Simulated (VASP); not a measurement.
# Al3Pd (Pm-3m) in VASP: a series of runs, part 2 of 3

VASP 6.6.1.

### 3 Single point, LDA (volume scaled by 0.98)

Input file INCAR:

```
SYSTEM = Al3Pd
PREC = Accurate
ENCUT = 520
EDIFF = 1E-6
ISMEAR = -1
SIGMA = 0.05
LREAL = .FALSE.
LASPH = .TRUE.
NELM = 80
ALGO = Fast
ISIF = 2
LWAVE = .FALSE.
LCHARG = .FALSE.
NBANDS = 18
```

Input file KPOINTS:

```
Automatic mesh
0
G
  7 7 7
  0 0 0
```

Input file POSCAR:

```
Al3Pd
1.0
    3.9204198730      0.0000000000      0.0000000000
    0.0000000000      3.9204198730      0.0000000000
    0.0000000000      0.0000000000      3.9204198730
Pd Al
1 3
Direct
    0.0000000000      0.0000000000      0.0000000000
    0.5000000000      0.5000000000      0.0000000000
    0.5000000000      0.0000000000      0.5000000000
    0.0000000000      0.5000000000      0.5000000000
```

Potentials or basis: VASP PAW LDA potentials, release 64 (Pd, Al).

Command:

```
$ cat potpaw_LDA.64/Pd/POTCAR potpaw_LDA.64/Al/POTCAR > POTCAR
$ mpirun -np 1 vasp_std > vasp.out
```

OUTCAR:

```text
SYSTEM = Al3Pd
   PREC = Accurate
   ENCUT = 520
   EDIFF = 1E-6
   ISMEAR = -1
   LREAL = .FALSE.
   LASPH = .TRUE.
   NELM = 80
   ISIF = 2

 ion  position               nearest neighbor table
   1  0.000  0.000  0.000-   2 2.77   3 2.77   4 2.77   3 2.77   4 2.77   2 2.77   4 2.77   4 2.77
                             2 2.77   3 2.77   3 2.77   2 2.77
   2  0.500  0.500  0.000-   1 2.77   3 2.77   4 2.77   3 2.77   4 2.77   1 2.77   3 2.77   3 2.77
                             1 2.77   4 2.77   4 2.77   1 2.77
   3  0.500  0.000  0.500-   1 2.77   2 2.77   4 2.77   1 2.77   2 2.77   2 2.77   4 2.77   2 2.77
                             1 2.77   4 2.77   1 2.77   4 2.77
   4  0.000  0.500  0.500-   1 2.77   2 2.77   3 2.77   1 2.77   2 2.77   1 2.77   3 2.77   1 2.77
                             2 2.77   3 2.77   2 2.77   3 2.77

  LATTYP: Found a simple cubic cell.
 ALAT       =     3.9204198730

  Lattice vectors:

 A1 = (   3.9204198730,   0.0000000000,   0.0000000000)
 A2 = (   0.0000000000,   3.9204198730,   0.0000000000)
 A3 = (   0.0000000000,   0.0000000000,   3.9204198730)

Analysis of symmetry for initial positions (statically):
=====================================================================
 Subroutine PRICEL returns:
 Original cell was already a primitive cell.

 Routine SETGRP: Setting up the symmetry group for a
 simple cubic supercell.

 Subroutine GETGRP returns: Found 48 space group operations
 (whereof 48 operations were pure point group operations)
 out of a pool of 48 trial point group operations.

The static configuration has the point symmetry O_h .

Analysis of symmetry for dynamics (positions and initial velocities):
=====================================================================
 Subroutine PRICEL returns:
 Original cell was already a primitive cell.

 Routine SETGRP: Setting up the symmetry group for a
 simple cubic supercell.

 Subroutine GETGRP returns: Found 48 space group operations
 (whereof 48 operations were pure point group operations)
 out of a pool of 48 trial point group operations.

The dynamic configuration has the point symmetry O_h .

 Subroutine INISYM returns: Found 48 space group operations
 (whereof 48 operations are pure point group operations),
 and found     1 'primitive' translations

----------------------------------------------------------------------------------------

                                     Primitive cell

  volume of cell :      60.2556

  direct lattice vectors                    reciprocal lattice vectors
     3.920419873  0.000000000  0.000000000     0.255074720  0.000000000  0.000000000
     0.000000000  3.920419873  0.000000000     0.000000000  0.255074720  0.000000000
     0.000000000  0.000000000  3.920419873     0.000000000  0.000000000  0.255074720

  length of vectors
     3.920419873  3.920419873  3.920419873     0.255074720  0.255074720  0.255074720

  position of ions in fractional coordinates (direct lattice)
     0.000000000  0.000000000  0.000000000
     0.500000000  0.500000000  0.000000000
     0.500000000  0.000000000  0.500000000
     0.000000000  0.500000000  0.500000000

  ion indices of the primitive-cell ions
   primitive index   ion index
                 1           1
                 2           2
                 3           3
                 4           4

[... 30 lines left out ...]
  0.285714  0.000000  0.000000      6.000000
  0.428571  0.000000  0.000000      6.000000
  0.142857  0.142857  0.000000     12.000000
  0.285714  0.142857  0.000000     24.000000
[... 12 lines left out ...]
  0.428571  0.428571  0.285714     24.000000
  0.428571  0.428571  0.428571      8.000000
   k-points           NKPTS =     20   k-points in BZ     NKDIM =     20   number of bands    NBANDS=     18
   number of dos      NEDOS =    301   number of ions     NIONS =      4
   total plane-waves  NPLWV =  27000
   dimension x,y,z NGX =    30 NGY =   30 NGZ =   30
   dimension x,y,z NGXF=    60 NGYF=   60 NGZF=   60
   ions per type =               1   3
   NGX,Y,Z   is equivalent  to a cutoff of  12.72, 12.72, 12.72 a.u.
   NGXF,Y,Z  is equivalent  to a cutoff of  25.44, 25.44, 25.44 a.u.
 SYSTEM =  Al3Pd
   PREC   = accura    normal or accurate (medium, high low for compatibility)
   ISTART =      0    job   : 0-new  1-cont  2-samecut
   ICHARG =      2    charge: 1-file 2-atom 10-const
   ISPIN  =      1    spin polarized calculation?
   LNONCOLLINEAR =      F non collinear calculations
   LSORBIT =      F    spin-orbit coupling
   LASPH  =      T    aspherical Exc in radial PAW
   ENCUT  =  520.0 eV  38.22 Ry    6.18 a.u.   7.29  7.29  7.29*2*pi/ulx,y,z
   NELM   =     80;   NELMIN=  2; NELMDL= -5     # of ELM steps
   EDIFF  = 0.1E-05   stopping-criterion for ELM
   LREAL  =      F    real-space projection
   EDIFFG = 0.1E-04   stopping-criterion for IOM
   NSW    =      0    number of steps for IOM
   IBRION =     -1    ionic relax: 0-MD 1-quasi-New 2-CG
   NFREE  =      0    steps in history (QN), initial steepest desc. (CG)
   ISIF   =      2    stress and relaxation
   ISYM   =      2    0-nonsym 1-usesym 2-fastsym
   POTIM  = 0.5000    time-step for ionic-motion
   TEBEG  =    0.0;   TEEND  =   0.0 temperature during run
   PSTRESS=    0.0 pullay stress
   NELECT =      19.0000    total number of electrons
   NUPDOWN=      -1.0000    fix difference up-down
   EMIN   =  10.00;   EMAX   =-10.00  energy-range for DOS
   EFERMI =   0.00;   METHOD = LEGACY
   ISMEAR =    -1;   SIGMA  =   0.05  broadening in eV -4-tet -1-fermi 0-gaus
   EFERMI_NEDOS =   21; number of points for ismear=-14 and -15
   IALGO  =     68    algorithm
   IMIX   =      4    mixing-type and parameters
     AMIX     =   0.40;   BMIX     =  1.00
     AMIX_MAG =   1.60;   BMIX_MAG =  1.00
  volume/ion in A,a.u.               =      15.06       101.66
  Fermi-wavevector in a.u.,A,eV,Ry     =   1.114278  2.105680 16.893196  1.241615
  Thomas-Fermi vector in A             =   2.250871
   LORBIT       =      0    0 simple, 1 ext, 2 COOP (PROOUT), +10 PAW based schemes
   GGA     = CA    functional components
   LHFCALC =     F    Hartree Fock is set to
   AEXX    =    0.0000 exact exchange contribution
   IVDW    =     0    specifies the selected vdW correction
   LEPSILON=     F    determine dielectric tensor
   LRPA    =     F    only Hartree local field effects (RPA)
 non-spin polarized calculation
 RMM-DIIS sequential band-by-band and
  energy-cutoff  :      520.00
  volume of cell :       60.26
 maximum number of plane-waves:      1647
 NGX is ok and might be reduce to    30
   NGX = 15   NGY = 15   NGZ = 15

 number of electron      19.0000008 magnetization

 Free energy of the ion-electron system (eV)
  ---------------------------------------------------
  ext. energy  EPLUGINS =         0.00000000
  ---------------------------------------------------
  free energy    TOTEN  =       -20.46000648 eV

  energy without entropy =      -20.43557243  energy(sigma->0) =      -20.44778946

 E-fermi :   9.3758     XC(G=0): -11.3500

 val. band max:        9.3420460098   @ k =   0.2857   0.2857   0.0000
 cond. band min:       9.3866435277   @ k =   0.0000   0.0000   0.0000
 fundamental gap:      0.0445975179
 Fermi energy:         9.3758218490

 k-point     1 :       0.0000    0.0000    0.0000
  band No.  band energies     occupation
      1      -1.8532      2.00000
      2       4.1762      2.00000
      3       4.1762      2.00000
      4       5.5552      2.00000
      5       5.5552      2.00000
      6       5.5552      2.00000
[... 397 lines left out ...]
      5       5.0730      2.00000
      6       5.3299      2.00000
[... 10 lines left out ...]
     17      20.9554      0.00000
     18      20.9765      0.00000

------------------------ aborting loop because EDIFF is reached ----------------------------------------

  FORCE on cell =-STRESS in cart. coord.  units (eV):
  Direction    XX          YY          ZZ          XY          YZ          ZX
  --------------------------------------------------------------------------------------
  -------------------------------------------------------------------------------------
  Total       -0.9214151     -0.9214151     -0.9214151      0.0000000      0.0000000     -0.0000000
  in kB      -24.5001175    -24.5001175    -24.5001175      0.0000000      0.0000000     -0.0000000
  external PRESSURE =     -24.5001175 kB  Pullay stress =       0.0000000 kB

 VOLUME and BASIS-vectors are now :
 -----------------------------------------------------------------------------
  energy-cutoff  :      520.00
  volume of cell :       60.26
      direct lattice vectors                 reciprocal lattice vectors
     3.920419873  0.000000000  0.000000000     0.255074720  0.000000000  0.000000000
     0.000000000  3.920419873  0.000000000     0.000000000  0.255074720  0.000000000
     0.000000000  0.000000000  3.920419873     0.000000000  0.000000000  0.255074720

 POSITION                                       TOTAL-FORCE (eV/Angst)
 -----------------------------------------------------------------------------------
      0.00000      0.00000      0.00000         0.000000      0.000000      0.000000
      1.96021      1.96021      0.00000         0.000000      0.000000      0.000000
      1.96021      0.00000      1.96021         0.000000      0.000000      0.000000
      0.00000      1.96021      1.96021         0.000000      0.000000      0.000000
 -----------------------------------------------------------------------------------
    total drift:                               -0.000000     -0.000000      0.000000

  FREE ENERGIE OF THE ION-ELECTRON SYSTEM (eV)
  ---------------------------------------------------
  free  energy   TOTEN  =       -20.4600064838 eV

  energy  without entropy=      -20.4355724297  energy(sigma->0) =      -20.44778946
```

OSZICAR:

```text
N       E                     dE             d eps       ncg     rms          rms(c)
DAV:   1     0.550152819449E+02    0.55015E+02   -0.73324E+03   720   0.867E+02
DAV:   2    -0.189617857094E+02   -0.73977E+02   -0.68519E+02   820   0.170E+02
DAV:   3    -0.210850885355E+02   -0.21233E+01   -0.20865E+01   930   0.267E+01
DAV:   4    -0.210998710545E+02   -0.14783E-01   -0.14776E-01   804   0.257E+00
DAV:   5    -0.211000597883E+02   -0.18873E-03   -0.18873E-03   904   0.285E-01    0.852E+00
RMM:   6    -0.208032066638E+02    0.29685E+00   -0.31502E+00   720   0.108E+01    0.517E+00
RMM:   7    -0.205021349850E+02    0.30107E+00   -0.52321E-01   726   0.451E+00    0.238E+00
RMM:   8    -0.204659882871E+02    0.36147E-01   -0.41694E-02   734   0.830E-01    0.587E-01
RMM:   9    -0.204601398620E+02    0.58484E-02   -0.86874E-03   768   0.581E-01    0.168E-01
RMM:  10    -0.204599924296E+02    0.14743E-03   -0.75609E-04   805   0.158E-01    0.737E-02
RMM:  11    -0.204600052503E+02   -0.12821E-04   -0.16347E-04   834   0.780E-02    0.246E-02
RMM:  12    -0.204600057575E+02   -0.50713E-06   -0.40545E-05   836   0.379E-02    0.132E-02
RMM:  13    -0.204600072852E+02   -0.15277E-05   -0.12051E-05   807   0.223E-02    0.994E-03
RMM:  14    -0.204600064838E+02    0.80144E-06   -0.46438E-06   678   0.137E-02
   1 F= -.20460006E+02 E0= -.20447789E+02  d E =-.244341E-01
```

It used 21 s of CPU time on 1 thread of AMD EPYC 7R13 Processor (Zen 3), with other jobs on the host.

Results:

```yaml
Free_energy: -20.4600 eV
Pressure: -2.5 GPa
```

Caveat: the cell differs from its parent crystal (volume scaled by 0.98).

### 4 Single point, LDA

This run uses another cell than the first one, of 15.37 Å³/atom, 1.042 times its volume.

Input file INCAR:

```
ALGO     = Normal         # electronic algorithm
EDIFF    = 1E-6           # SCF threshold, eV
ENCUT    = 520            # plane-wave cutoff, eV
ISIF     = 2              # what is computed and relaxed
ISMEAR   = -1             # smearing method
LASPH    = T              # aspherical terms in the spheres
LCHARG   = T              # write CHGCAR
LELF     = T              # ELF
LREAL    = F              # projectors in reciprocal space
LVHAR    = T            
LWAVE    = F              # write WAVECAR
NBANDS   = 18             # bands
NELM     = 100            # most SCF steps
PREC     = Accurate       # precision mode
SIGMA    = 0.05           # smearing width, eV
```

Input file KPOINTS:

```
k-points
0
Gamma
  7 7 7
```

Input file POSCAR:

```
Al3Pd
1.0
    3.9469100000      0.0000000000      0.0000000000
    0.0000000000      3.9469100000      0.0000000000
    0.0000000000      0.0000000000      3.9469100000
Pd Al
1 3
Direct
    0.0000000000      0.0000000000      0.0000000000
    0.5000000000      0.5000000000      0.0000000000
    0.5000000000      0.0000000000      0.5000000000
    0.0000000000      0.5000000000      0.5000000000
```

Command:

```
$ cat potpaw_LDA.64/Pd/POTCAR potpaw_LDA.64/Al/POTCAR > POTCAR
$ mpirun -np 1 vasp_std > vasp.out
```

It took 20 s on 1 thread of AMD EPYC 7R13 (Zen 3), shared host; peak memory 0.12 GiB.

Results (log left out):

```yaml
Free_energy: -20.4329 eV
Pressure: -4.6 GPa
```

Levels at points of the mesh, in eV from the Fermi level:
```
           k point  band 5  band 6  band 7  band 8  band 9  band 10  band 11  band 12  band 13  band 14
(0.00, 0.00, 0.00)   -3.73   -3.73   -2.32   -2.32   -2.32     0.05     1.71     1.71     5.73     5.73
```

### 5 Single point, LDA (volume scaled by 1.02)

Input file INCAR:

```
  ALGO = Fast
  EDIFF = 1E-6
  ENCUT = 520
  ISIF = 2
  ISMEAR = -1
  LASPH = T
  LCHARG = F
  LREAL = F
  LWAVE = F
  NBANDS = 18
  NELM = 80
  PREC = Accurate
  SIGMA = 0.05
```

KPOINTS is that of step 4.

Input file POSCAR:

```
Al3Pd
1.0
    3.9730492386      0.0000000000      0.0000000000
    0.0000000000      3.9730492386      0.0000000000
    0.0000000000      0.0000000000      3.9730492386
Pd Al
1 3
Direct
    0.0000000000      0.0000000000      0.0000000000
    0.5000000000      0.5000000000      0.0000000000
    0.5000000000      0.0000000000      0.5000000000
    0.0000000000      0.5000000000      0.5000000000
```

Command:

```
$ cat potpaw_LDA.64/Pd/POTCAR potpaw_LDA.64/Al/POTCAR > POTCAR
$ mpirun -np 1 vasp_std > vasp.out
```

It used 20 s of CPU time on 1 thread of AMD EPYC 7R13 Processor (Zen 3) (shared host).

Results (log left out):

```yaml
Free_energy: -20.3901 eV
Pressure: -6.5 GPa
```

Levels at points of the mesh, in eV from the Fermi level:
```tsv
k point	band 7	band 8	band 9	band 10	band 11	band 12
(0.00, 0.00, 0.00)	-2.28	-2.28	-2.28	0.09	1.62	1.62
```

Caveat: the cell differs from its parent crystal (volume scaled by 1.02).

[end of part 2 of 3]
